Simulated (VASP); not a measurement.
# InSb (Pmmn) in VASP: notebook

Runs on InSb. Level: PBE. Tasks: single point.

All numbers are computed with VASP 6.6.1; they aren't measurements. Logs are shortened: lines on timing, memory, paths and dates and some standing lists are left out, and cuts for length are marked.

### 1 The cell of the first run

It takes space group Pmmn (No. 59, orthorhombic). Conventional cell: a = 5.925 Å, b = 5.951 Å, c = 3.228 Å, α = 90.00°, β = 90.00°, γ = 90.00°. Within 4.2 Å of In (site symmetry mm2) lie 8 Sb at 3.08 to 3.84 Å and 6 In at 3.23 to 4.20 Å. Within 4.1 Å of Sb (site symmetry mm2) lie 8 In at 3.08 to 3.84 Å and 2 Sb at 3.23 Å.

### 2 Single point, PBE

File INCAR:

```
SYSTEM = InSb
PREC = Accurate
ENCUT = 520
EDIFF = 1E-6
ISMEAR = 0
SIGMA = 0.1
LREAL = .False.
LASPH = .True.
NELM = 80
ALGO = Normal
ISIF = 2
LWAVE = .False.
LCHARG = .False.
GGA = PE
NBANDS = 26
```

File KPOINTS:

```
regular mesh
0
Gamma
  8 8 14
  0 0 0
```

File POSCAR:

```
InSb
1.0
    5.9245786119      0.0000000000      0.0000000000
    0.0000000000      5.9509961192      0.0000000000
    0.0000000000      0.0000000000      3.2280259893
In Sb
2 2
Direct
    0.0000000000      0.0000000000      0.0111783626
    0.5000000000      0.5000000000      0.9888216374
    0.0000000000      0.5000000000      0.2604162748
    0.5000000000      0.0000000000      0.7395837252
```

Potentials or basis: VASP PAW PBE potentials, release 64 (In_d, Sb).

Command:

```bash
$ cat potpaw_PBE.64/In_d/POTCAR potpaw_PBE.64/Sb/POTCAR > POTCAR
$ mpirun -np 1 vasp_std > vasp.out
```

OUTCAR:

```text
SYSTEM = InSb
   PREC = Accurate
   ENCUT = 520
   EDIFF = 1E-6
   ISMEAR = 0
   LREAL = .False.
   LASPH = .True.
   NELM = 80
   ISIF = 2
   GGA = PE

 ion  position               nearest neighbor table
   1  0.000  0.000  0.011-   3 3.08   3 3.08   4 3.09   4 3.09   4 3.78   4 3.78   3 3.84   3 3.84

   2  0.500  0.500  0.989-   4 3.08   4 3.08   3 3.09   3 3.09   3 3.78   3 3.78   4 3.84   4 3.84

   3  0.000  0.500  0.260-   1 3.08   1 3.08   2 3.09   2 3.09   2 3.78   2 3.78   1 3.84   1 3.84

   4  0.500  0.000  0.740-   2 3.08   2 3.08   1 3.09   1 3.09   1 3.78   1 3.78   2 3.84   2 3.84

  LATTYP: Found a simple orthorhombic cell.
 ALAT       =     3.2280259893
 B/A-ratio  =     1.8353565404
 C/A-ratio  =     1.8435403367

  Lattice vectors:

 A1 = (   0.0000000000,   0.0000000000,   3.2280259893)
 A2 = (   5.9245786119,   0.0000000000,   0.0000000000)
 A3 = (   0.0000000000,   5.9509961192,   0.0000000000)

Analysis of symmetry for initial positions (statically):
=====================================================================
 Subroutine PRICEL returns:
 Original cell was already a primitive cell.

 Routine SETGRP: Setting up the symmetry group for a
 simple orthorhombic supercell.

 Subroutine GETGRP returns: Found  8 space group operations
 (whereof  4 operations were pure point group operations)
 out of a pool of  8 trial point group operations.

The static configuration has the point symmetry C_2v.
 The point group associated with its full space group is D_2h.

Analysis of symmetry for dynamics (positions and initial velocities):
=====================================================================
 Subroutine PRICEL returns:
 Original cell was already a primitive cell.

 Routine SETGRP: Setting up the symmetry group for a
 simple orthorhombic supercell.

 Subroutine GETGRP returns: Found  8 space group operations
 (whereof  4 operations were pure point group operations)
 out of a pool of  8 trial point group operations.

The dynamic configuration has the point symmetry C_2v.
 The point group associated with its full space group is D_2h.

 Subroutine INISYM returns: Found  8 space group operations
 (whereof  4 operations are pure point group operations),
 and found     1 'primitive' translations

----------------------------------------------------------------------------------------

                                     Primitive cell

  volume of cell :     113.8110

  direct lattice vectors                    reciprocal lattice vectors
     5.924578612  0.000000000  0.000000000     0.168788376  0.000000000  0.000000000
     0.000000000  5.950996119  0.000000000     0.000000000  0.168039095  0.000000000
     0.000000000  0.000000000  3.228025989     0.000000000  0.000000000  0.309786849

  length of vectors
     5.924578612  5.950996119  3.228025989     0.168788376  0.168039095  0.309786849

  position of ions in fractional coordinates (direct lattice)
     0.000000000  0.000000000  0.011178363
     0.500000000  0.500000000  0.988821637
     0.000000000  0.500000000  0.260416275
     0.500000000  0.000000000  0.739583725

  ion indices of the primitive-cell ions
   primitive index   ion index
                 1           1
                 2           2
                 3           3
                 4           4

----------------------------------------------------------------------------------------

 KPOINTS: regular mesh

Automatic generation of k-mesh.
 Grid dimensions read from file:
 generate k-points for:    8    8   14

 Generating k-lattice:

  Cartesian coordinates                     Fractional coordinates (reciprocal lattice)
     0.021098547  0.000000000  0.000000000     0.125000000  0.000000000  0.000000000
     0.000000000  0.021004887  0.000000000     0.000000000  0.125000000  0.000000000
     0.000000000  0.000000000  0.022127632     0.000000000  0.000000000  0.071428571

  Length of vectors
     0.021098547  0.021004887  0.022127632

  Shift w.r.t. Gamma in fractional coordinates (k-lattice)
     0.000000000  0.000000000  0.000000000

 Subroutine IBZKPT returns following result:
 ===========================================

 Found    200 irreducible k-points:

 Following reciprocal coordinates:
            Coordinates               Weight
  0.000000  0.000000  0.000000      1.000000
  0.125000  0.000000  0.000000      2.000000
  0.250000  0.000000  0.000000      2.000000
  0.375000  0.000000  0.000000      2.000000
  0.500000  0.000000  0.000000      1.000000
  0.000000  0.125000  0.000000      2.000000
[... 16 lines left out ...]
  0.250000  0.500000  0.000000      2.000000
  0.375000  0.500000  0.000000      2.000000
 [... further k-points ...]
   k-points           NKPTS =    200   k-points in BZ     NKDIM =    200   number of bands    NBANDS=     26
   number of dos      NEDOS =    301   number of ions     NIONS =      4
   total plane-waves  NPLWV =  55296
   dimension x,y,z NGX =    48 NGY =   48 NGZ =   24
   dimension x,y,z NGXF=    96 NGYF=   96 NGZF=   48
   ions per type =               2   2
   NGX,Y,Z   is equivalent  to a cutoff of  13.47, 13.41, 12.36 a.u.
   NGXF,Y,Z  is equivalent  to a cutoff of  26.94, 26.82, 24.72 a.u.
 SYSTEM =  InSb
   PREC   = accura    normal or accurate (medium, high low for compatibility)
   ISTART =      0    job   : 0-new  1-cont  2-samecut
   ICHARG =      2    charge: 1-file 2-atom 10-const
   ISPIN  =      1    spin polarized calculation?
   LNONCOLLINEAR =      F non collinear calculations
   LSORBIT =      F    spin-orbit coupling
   LASPH  =      T    aspherical Exc in radial PAW
   ENCUT  =  520.0 eV  38.22 Ry    6.18 a.u.  11.02 11.06  6.00*2*pi/ulx,y,z
   NELM   =     80;   NELMIN=  2; NELMDL= -5     # of ELM steps
   EDIFF  = 0.1E-05   stopping-criterion for ELM
   LREAL  =      F    real-space projection
   EDIFFG = 0.1E-04   stopping-criterion for IOM
   NSW    =      0    number of steps for IOM
   IBRION =     -1    ionic relax: 0-MD 1-quasi-New 2-CG
   NFREE  =      0    steps in history (QN), initial steepest desc. (CG)
   ISIF   =      2    stress and relaxation
   ISYM   =      2    0-nonsym 1-usesym 2-fastsym
   POTIM  = 0.5000    time-step for ionic-motion
   TEBEG  =    0.0;   TEEND  =   0.0 temperature during run
   PSTRESS=    0.0 pullay stress
   NELECT =      36.0000    total number of electrons
   NUPDOWN=      -1.0000    fix difference up-down
   EMIN   =  10.00;   EMAX   =-10.00  energy-range for DOS
   EFERMI =   0.00;   METHOD = LEGACY
   ISMEAR =     0;   SIGMA  =   0.10  broadening in eV -4-tet -1-fermi 0-gaus
   EFERMI_NEDOS =   21; number of points for ismear=-14 and -15
   IALGO  =     38    algorithm
   IMIX   =      4    mixing-type and parameters
     AMIX     =   0.40;   BMIX     =  1.00
     AMIX_MAG =   1.60;   BMIX_MAG =  1.00
  volume/ion in A,a.u.               =      28.45       192.01
  Fermi-wavevector in a.u.,A,eV,Ry     =   1.115444  2.107883 16.928565  1.244214
  Thomas-Fermi vector in A             =   2.252048
   LORBIT       =      0    0 simple, 1 ext, 2 COOP (PROOUT), +10 PAW based schemes
   GGA     = PE    functional components
   LHFCALC =     F    Hartree Fock is set to
   AEXX    =    0.0000 exact exchange contribution
   IVDW    =     0    specifies the selected vdW correction
   LEPSILON=     F    determine dielectric tensor
   LRPA    =     F    only Hartree local field effects (RPA)
 non-spin polarized calculation
 Gauss-broadening in eV      SIGMA  =   0.10
  energy-cutoff  :      520.00
  volume of cell :      113.81
 maximum number of plane-waves:      3096
 NGX is ok and might be reduce to    48
   NGX = 23   NGY = 23   NGZ = 13

 number of electron      36.0000008 magnetization

 Free energy of the ion-electron system (eV)
  ---------------------------------------------------
  ext. energy  EPLUGINS =         0.00000000
  ---------------------------------------------------
  free energy    TOTEN  =       -13.36610554 eV

  energy without entropy =      -13.35724029  energy(sigma->0) =      -13.36167291

 E-fermi :   7.0015     XC(G=0):  -9.8485

 val. band max:        6.9842785956   @ k =   0.2500   0.0000   0.0714
 cond. band min:       7.0289409774   @ k =   0.0000   0.0000   0.4286
 fundamental gap:      0.0446623818
 Fermi energy:         7.0014594752

 k-point     1 :       0.0000    0.0000    0.0000
  band No.  band energies     occupation
      1      -7.7326      2.00000
      2      -7.7001      2.00000
      3      -7.6138      2.00000
      4      -7.4965      2.00000
      5      -7.4822      2.00000
      6      -7.4206      2.00000
[... 18 lines left out ...]
     25      15.4528      0.00000
     26      15.6328      0.00000

 k-point     2 :       0.1250    0.0000    0.0000
  band No.  band energies     occupation
      1      -7.7309      2.00000
      2      -7.7010      2.00000
      3      -7.6070      2.00000
      4      -7.4939      2.00000
      5      -7.4850      2.00000
      6      -7.4238      2.00000
[... 18 lines left out ...]
     25      15.0271      0.00000
     26      15.4123      0.00000

 k-point     3 :       0.2500    0.0000    0.0000
  band No.  band energies     occupation
      1      -7.7263      2.00000
      2      -7.7035      2.00000
      3      -7.5883      2.00000
      4      -7.4943      2.00000
      5      -7.4864      2.00000
      6      -7.4328      2.00000
[... 18 lines left out ...]
     25      13.7148      0.00000
     26      14.8388      0.00000

 k-point     4 :       0.3750    0.0000    0.0000
  band No.  band energies     occupation
      1      -7.7200      2.00000
      2      -7.7078      2.00000
      3      -7.5622      2.00000
      4      -7.5109      2.00000
      5      -7.4749      2.00000
      6      -7.4459      2.00000
[... 18 lines left out ...]
     25      14.0673      0.00000
     26      14.2019      0.00000
[... 496 lines left out ...]
      1      -7.7130      2.00000
      2      -7.7130      2.00000
      3      -7.5324      2.00000
      4      -7.5324      2.00000
      5      -7.4610      2.00000
      6      -7.4610      2.00000
[... 18 lines left out ...]
     25      13.9182      0.00000
     26      13.9182      0.00000

 k-point    23 :       0.2500    0.5000    0.0000
  band No.  band energies     occupation
      1      -7.7125      2.00000
      2      -7.7125      2.00000
      3      -7.5264      2.00000
      4      -7.5264      2.00000
      5      -7.4614      2.00000
      6      -7.4614      2.00000
[... 18 lines left out ...]
     25      14.1227      0.00000
     26      14.1227      0.00000

 k-point    24 :       0.3750    0.5000    0.0000
  band No.  band energies     occupation
      1      -7.7119      2.00000
      2      -7.7119      2.00000
      3      -7.5202      2.00000
      4      -7.5202      2.00000
      5      -7.4617      2.00000
      6      -7.4617      2.00000
[... 18 lines left out ...]
     25      14.3864      0.00000
     26      14.3864      0.00000

 [... further k-points ...]

------------------------ aborting loop because EDIFF is reached ----------------------------------------

  FORCE on cell =-STRESS in cart. coord.  units (eV):
  Direction    XX          YY          ZZ          XY          YZ          ZX
  --------------------------------------------------------------------------------------
  -------------------------------------------------------------------------------------
  Total       -0.0267602     -0.0299289     -0.0610108      0.0000000      0.0000000      0.0000000
  in kB       -0.3767179     -0.4213247     -0.8588813      0.0000000      0.0000000      0.0000000
  external PRESSURE =      -0.5523080 kB  Pullay stress =       0.0000000 kB

 VOLUME and BASIS-vectors are now :
 -----------------------------------------------------------------------------
  energy-cutoff  :      520.00
  volume of cell :      113.81
      direct lattice vectors                 reciprocal lattice vectors
     5.924578612  0.000000000  0.000000000     0.168788376  0.000000000  0.000000000
     0.000000000  5.950996119  0.000000000     0.000000000  0.168039095  0.000000000
     0.000000000  0.000000000  3.228025989     0.000000000  0.000000000  0.309786849

 POSITION                                       TOTAL-FORCE (eV/Angst)
 -----------------------------------------------------------------------------------
      0.00000      0.00000      0.03608         0.000000      0.000000      0.001784
      2.96229      2.97550      3.19194         0.000000      0.000000     -0.001784
      0.00000      2.97550      0.84063         0.000000      0.000000      0.000549
      2.96229      0.00000      2.38740         0.000000      0.000000     -0.000549
 -----------------------------------------------------------------------------------
    total drift:                                0.000000      0.000000      0.000000

  FREE ENERGIE OF THE ION-ELECTRON SYSTEM (eV)
  ---------------------------------------------------
  free  energy   TOTEN  =       -13.3661055401 eV

  energy  without entropy=      -13.3572402883  energy(sigma->0) =      -13.36167291
```

It took 4.6 min on 1 thread of AMD EPYC 9R45 (Zen 5), shared host; peak memory 0.58 GiB.

Results:

```
Free energy            : -13.3661 eV
Pressure               : -0.1 GPa
Band gap on the k mesh : zero (bands 18 and 19 overlap by 2.77 eV)
```

Levels at points of the mesh, in eV from the Fermi level:
```csv
k point,band 15,band 16,band 17,band 18,band 19,band 20,band 21,band 22
"(0.00, 0.00, 0.00)",-4.49,-3.35,-1.98,-1.95,3.30,3.69,4.62,5.81
"(0.50, 0.00, 0.00)",-3.51,-3.51,0.22,0.22,3.12,3.12,4.21,4.21
"(0.00, 0.50, 0.00)",-3.50,-3.50,0.16,0.16,3.09,3.09,4.20,4.20
"(0.50, 0.50, 0.00)",-0.39,-0.39,1.56,1.56,1.80,1.80,1.93,1.93
"(0.00, 0.00, 0.50)",-2.22,-1.79,-1.73,-0.79,-0.71,-0.67,0.41,0.92
"(0.50, 0.00, 0.50)",-2.21,-2.21,-1.18,-1.18,-1.18,-1.18,2.61,2.61
"(0.00, 0.50, 0.50)",-2.16,-2.16,-1.10,-1.10,-1.10,-1.10,2.48,2.48
"(0.50, 0.50, 0.50)",-3.92,-3.92,-2.73,-2.73,2.98,2.98,3.04,3.04
```

Caveat: spin-orbit coupling is left out, which moves the levels of the heavy elements.

(Part 1 of 2 ends here.)

The gap in the log of VASP goes by the Fermi energy; the results here count the filled bands.